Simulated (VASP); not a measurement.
Be: single point with PBE

Be:

```
Be
1.0
    -2.09944    2.09944    1.05774
     2.09944   -2.09944    1.05774
     2.09944    2.09944   -1.05774
Be
2
Direct
  0.00000 0.00000 0.00000
  0.75000 0.25000 0.50000
```

```json
{
  "Program": "VASP 6.6.1",
  "Task": "single point",
  "Functional": "PBE",
  "Potentials or basis": "VASP PAW PBE potentials, release 64 (Be)",
  "Cutoff": "520 eV",
  "k mesh": "8 × 8 × 8",
  "Occupations": "gaussian, width 0.1 eV",
  "Spin": "no spin polarisation",
  "Dipole correction": "no",
  "Further INCAR settings": "ALGO = Normal; EDIFF = 1e-06; NBANDS = 9"
}
```

The pressure is 0.4 GPa and the band gap on the k mesh is zero (band 2 reaches 8.87 eV, above the bottom of band 3 at 3.91 eV).

Stress tensor (GPa, compression positive):
```
0.45 0.00 0.00
0.00 0.45 0.00
0.00 0.00 0.17
```

Levels at points of the mesh, in eV from the Fermi level:
```
           k point  band 1  band 2  band 3  band 4  band 5
(0.00, 0.00, 0.00)  -10.23    0.86    0.86    6.90    8.09
(0.50, 0.00, 0.00)   -3.50   -0.69    3.04    3.36    7.01
(0.50, 0.50, 0.00)   -6.94   -6.94    4.90    4.90   10.05
(0.50, 0.50, 0.50)   -4.96   -4.96   -1.62   -1.62   16.18
```

It took 8.5 s on 1 thread of Intel(R) Xeon(R) Platinum 8259CL CPU @ 2.50GHz (Skylake/Cascade Lake), on a shared host, peak memory 0.13 GiB.

Caveat: the k points lie up to 0.42 Å⁻¹ apart.
